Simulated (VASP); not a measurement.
Input of a VASP 6.6.1 run:

INCAR

```
PREC = Accurate
ENCUT = 500
EDIFF = 1E-7
ISMEAR = 0
SIGMA = 0.1
LREAL = False
LASPH = True
NELM = 120
ALGO = Normal
ISIF = 3
LWAVE = False
LCHARG = False
GGA = PE
IBRION = 2
NSW = 100
EDIFFG = -0.01
GGA_COMPAT = False
NELMIN = 4
```

KPOINTS

```
regular mesh
0
Gamma
  12 12 12
```

The input POSCAR:

```
GeW3
1.0
   -2.6309894438      2.6309894438      2.6309894438
    2.6309894438     -2.6309894438      2.6309894438
    2.6309894438      2.6309894438     -2.6309894438
Ge W
1 3
Direct
    0.0000000000      0.0000000000      0.0000000000
    0.0000000000      0.5000000000      0.5000000000
    0.5000000000      0.0000000000      0.5000000000
    0.5000000000      0.5000000000      0.0000000000
```

Potentials or basis: VASP PAW PBE potentials, release 64 (Ge_d, W_sv).

The run is started by

```sh
$ cat potpaw_PBE.64/Ge_d/POTCAR potpaw_PBE.64/W_sv/POTCAR > POTCAR
$ mpirun -np 1 vasp_std > vasp.out
```

(1) Predict the relaxed volume.

(2) Predict the band gap on the k mesh.

Answers

(1) 18.18 Å³/atom.

(2) zero (bands 28 and 29 overlap by 1.63 eV).

Caveat: spin-orbit coupling is left out, which moves the levels of the heavy elements.
